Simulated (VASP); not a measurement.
Crystal: TePb.

```xyz
2
Lattice="0.0000 3.2679 3.2679 3.2679 0.0000 3.2679 3.2679 3.2679 0.0000" Properties=species:S:1:pos:R:3 pbc="T T T"
Te    3.2679    3.2679    3.2679
Pb    0.0000    0.0000    0.0000
```

Base run:

- Program: VASP 6.6.1
- Functional: HSE06
- Potentials or basis: VASP PAW PBE potentials, release 64 (Te, Pb_d)
- Cutoff: 520 eV
- k mesh: 4 × 4 × 4
- Occupations: gaussian, width 0.01 eV
- Spin: no spin polarisation

Its results: band gap on the k mesh 1.17 eV, direct; pressure -0.5 GPa.

Q: The run is repeated on the same cell with these changes: functional from HSE06 to PBE; k mesh from 4 × 4 × 4 to 6 × 6 × 6. What comes out?

A: Band gap on the k mesh 0.80 eV, direct; pressure 0.6 GPa.

Several settings changed at once, so the effect can't be laid on one alone.

Caveats: spin-orbit coupling is left out, which moves the levels of the heavy elements; the PAW data sets were made with another functional, which shifts forces and pressure a little (some runs).

A k mesh can miss the band edges.
